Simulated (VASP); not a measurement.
# Si2W3 (Pm-3m) in VASP: notebook, part 2 of 2

VASP 6.6.1. The steps go on from the part before.

### Step 3. Relaxation of cell and atoms, PBE

INCAR reads:

```
PREC = Accurate ; ENCUT = 600
EDIFF = 1E-6 ; ISMEAR = 0
SIGMA = 0.1 ; LREAL = False
LASPH = True ; NELM = 100
ALGO = Fast ; ISIF = 3
LWAVE = False ; LCHARG = False
GGA = PE ; IBRION = 2
NSW = 100 ; EDIFFG = -0.01
```

KPOINTS reads:

```
regular mesh
0
Gamma
  8 8 8
```

POSCAR reads:

```
Si2W3
1.0
    4.4667581908      0.0000000000      0.0000000000
    0.0000000000      4.4667581908      0.0000000000
    0.0000000000      0.0000000000      4.4667581908
Si W
2 3
Direct
    0.5000000000      0.5000000000      0.5000000000
    0.0000000000      0.0000000000      0.0000000000
    0.5000000000      0.0000000000      0.0000000000
    0.0000000000      0.5000000000      0.0000000000
    0.0000000000      0.0000000000      0.5000000000
```

Potentials or basis: VASP PAW PBE potentials, release 64 (Si, W_sv).

On the command line:

```
$ cat potpaw_PBE.64/Si/POTCAR potpaw_PBE.64/W_sv/POTCAR > POTCAR
$ mpirun -np 1 vasp_std > vasp.out
```

OUTCAR:

```text
PREC = Accurate
   ENCUT = 600
   EDIFF = 1E-6
   ISMEAR = 0
   LREAL = False
   LASPH = True
   NELM = 100
   ISIF = 3
   GGA = PE
   IBRION = 2
   NSW = 100
   EDIFFG = -0.01

 ion  position               nearest neighbor table
   1  0.500  0.500  0.500-   3 3.16   4 3.16   5 3.16   3 3.16   4 3.16   3 3.16   5 3.16   3 3.16
                             4 3.16   5 3.16   4 3.16   5 3.16
   2  0.000  0.000  0.000-   3 2.23   4 2.23   5 2.23   5 2.23   4 2.23   3 2.23
   3  0.500  0.000  0.000-   2 2.23   2 2.23   4 3.16   5 3.16   1 3.16   5 3.16   1 3.16   4 3.16
                             1 3.16   1 3.16   4 3.16   5 3.16   5 3.16   4 3.16
   4  0.000  0.500  0.000-   2 2.23   2 2.23   3 3.16   5 3.16   1 3.16   5 3.16   1 3.16   3 3.16
                             5 3.16   5 3.16   1 3.16   3 3.16   1 3.16   3 3.16
   5  0.000  0.000  0.500-   2 2.23   2 2.23   3 3.16   4 3.16   1 3.16   3 3.16   4 3.16   1 3.16
                             4 3.16   4 3.16   1 3.16   3 3.16   3 3.16   1 3.16

  LATTYP: Found a simple cubic cell.
 ALAT       =     4.4667581908

  Lattice vectors:

 A1 = (   4.4667581908,   0.0000000000,   0.0000000000)
 A2 = (   0.0000000000,   4.4667581908,   0.0000000000)
 A3 = (   0.0000000000,   0.0000000000,   4.4667581908)

Analysis of symmetry for initial positions (statically):
=====================================================================
 Subroutine PRICEL returns:
[... 188 lines left out ...]
  Total        0.1120398      0.1120398      0.1120398      0.0000000      0.0000000      0.0000000
  in kB        2.0142140      2.0142140      2.0142140      0.0000000      0.0000000      0.0000000
  external PRESSURE =       2.0142140 kB  Pullay stress =       0.0000000 kB
[... 65 lines left out ...]
--------------------------------------- Ionic step        3  -------------------------------------------

 number of electron      50.0000004 magnetization

 Free energy of the ion-electron system (eV)
  ---------------------------------------------------
  ext. energy  EPLUGINS =         0.00000000
  ---------------------------------------------------
  free energy    TOTEN  =       -42.27261580 eV

  energy without entropy =      -42.25855995  energy(sigma->0) =      -42.26558788

 E-fermi :   8.4967     XC(G=0): -11.7796

 val. band max:        8.4664826067   @ k =   0.5000   0.2500   0.0000
 cond. band min:       8.4992835513   @ k =   0.5000   0.0000   0.0000
 fundamental gap:      0.0328009446
 Fermi energy:         8.4966572470

 k-point     1 :       0.0000    0.0000    0.0000
  band No.  band energies     occupation
      1     -65.5040      2.00000
      2     -65.4761      2.00000
      3     -65.4761      2.00000
      4     -29.8964      2.00000
      5     -29.8964      2.00000
      6     -29.8964      2.00000
[... 781 lines left out ...]
     29      10.1208      0.00000
     30      10.1912      0.00000

 [... further k-points ...]

------------------------ aborting loop because EDIFF is reached ----------------------------------------

  FORCE on cell =-STRESS in cart. coord.  units (eV):
  Direction    XX          YY          ZZ          XY          YZ          ZX
  --------------------------------------------------------------------------------------
  -------------------------------------------------------------------------------------
  Total        0.0225962      0.0225962      0.0225962      0.0000000      0.0000000      0.0000000
  in kB        0.4058073      0.4058073      0.4058073      0.0000000      0.0000000      0.0000000
  external PRESSURE =       0.4058073 kB  Pullay stress =       0.0000000 kB
[... 20 lines left out ...]
  FREE ENERGIE OF THE ION-ELECTRON SYSTEM (eV)
  ---------------------------------------------------
  free  energy   TOTEN  =       -42.2726158045 eV

  energy  without entropy=      -42.2585599477  energy(sigma->0) =      -42.26558788

 reached required accuracy - stopping structural energy minimisation
```

OSZICAR:

```text
N       E                     dE             d eps       ncg     rms          rms(c)
DAV:   1     0.592943120907E+03    0.59294E+03   -0.31337E+04  2116   0.194E+03
DAV:   2    -0.139997973530E+02   -0.60694E+03   -0.59493E+03  2210   0.554E+02
DAV:   3    -0.460516163404E+02   -0.32052E+02   -0.30530E+02  2698   0.113E+02
DAV:   4    -0.471811074270E+02   -0.11295E+01   -0.10996E+01  2672   0.182E+01
[... 27 lines left out ...]
RMM:   3    -0.422726327504E+02    0.61943E-04   -0.28230E-03  2325   0.265E-01    0.112E-01
RMM:   4    -0.422726524400E+02   -0.19690E-04   -0.62318E-04  2170   0.125E-01    0.602E-02
RMM:   5    -0.422726098195E+02    0.42620E-04   -0.27660E-04  2224   0.106E-01    0.176E-02
RMM:   6    -0.422726148615E+02   -0.50419E-05   -0.46344E-05  2677   0.376E-02    0.602E-03
RMM:   7    -0.422726158045E+02   -0.94307E-06   -0.76885E-06  1891   0.160E-02
   3 F= -.42272616E+02 E0= -.42265588E+02  d E =-.586163E-04
```

Wall time 6 min (1 thread of Intel Xeon 8259CL, shared host); peak memory 0.27 GiB.

What came out:

```yaml
Free_energy: -42.2726 eV
Relaxed_volume: 17.84 Å³/atom
Relaxed_cell: a = 4.468 Å, b = 4.468 Å, c = 4.468 Å, α = 90.00°, β = 90.00°, γ = 90.00°
Space_group_after_relaxing_to_0.1_Å: Pm-3m (No. 221)
Energy_gained_by_relaxing: 0.0 meV/atom
Ionic_steps: 3
Pressure_after_relaxing: 0.0 GPa
Band_gap_on_the_k_mesh: zero (bands 25 and 26 overlap by 1.34 eV)
```

Final structure:
```cif
data_structure
_symmetry_space_group_name_H-M 'P 1'
_symmetry_Int_Tables_number 1
_cell_length_a 4.4683
_cell_length_b 4.4683
_cell_length_c 4.4683
_cell_angle_alpha 90.000
_cell_angle_beta 90.000
_cell_angle_gamma 90.000
_cell_volume 89.21
loop_
_atom_site_label
_atom_site_type_symbol
_atom_site_fract_x
_atom_site_fract_y
_atom_site_fract_z
_atom_site_occupancy
Si1 Si 0.50000 0.50000 0.50000 1
Si2 Si 0.00000 0.00000 0.00000 1
W1 W 0.50000 0.00000 0.00000 1
W2 W 0.00000 0.50000 0.00000 1
W3 W 0.00000 0.00000 0.50000 1
```

Caveat: spin-orbit coupling is left out, which moves the levels of the heavy elements.
